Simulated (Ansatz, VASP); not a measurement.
Two plane-wave programs on Ga

```
Ga
1.0
     1.42040   -3.98202    0.00000
     1.42040    3.98202    0.00000
     0.00000    0.00000    3.10529
Ga
2
Direct
  0.13300 0.86700 0.75000
  0.86700 0.13300 0.25000
```

Alike in both runs: task single point; functional PBE; k mesh 10 × 10 × 8; occupations fermi-dirac, width 0.05 eV; no spin polarisation.

|  | VASP | Ansatz |
| --- | --- | --- |
| version | VASP 6.6.1 | Ansatz 0.2.0 |
| potentials or method | VASP PAW PBE potentials, release 64 (Ga_d) | Ansatz PAW soft_1 |
| plane-wave cutoff (eV) | 520 | 420 |
| valence electrons in the cell | 26 | 26 |

```csv
,VASP,Ansatz,Ansatz less VASP
gap on the k mesh at the Fermi level (eV),none,none,-
pressure (GPa),5.5,5.5,+0.01
"traceless stress, the component that is largest in VASP (GPa)",-2.66,-2.65,+0.013
rms of the force components (eV/Å),0.138,0.136,-0.0015
```

Atom by atom the forces differ by 0.001 eV/Å (rms over components). A gap of «none» marks a metal or a gap that the smearing closes. The functional is the same, so the differences come from potentials, cutoffs and numerics.
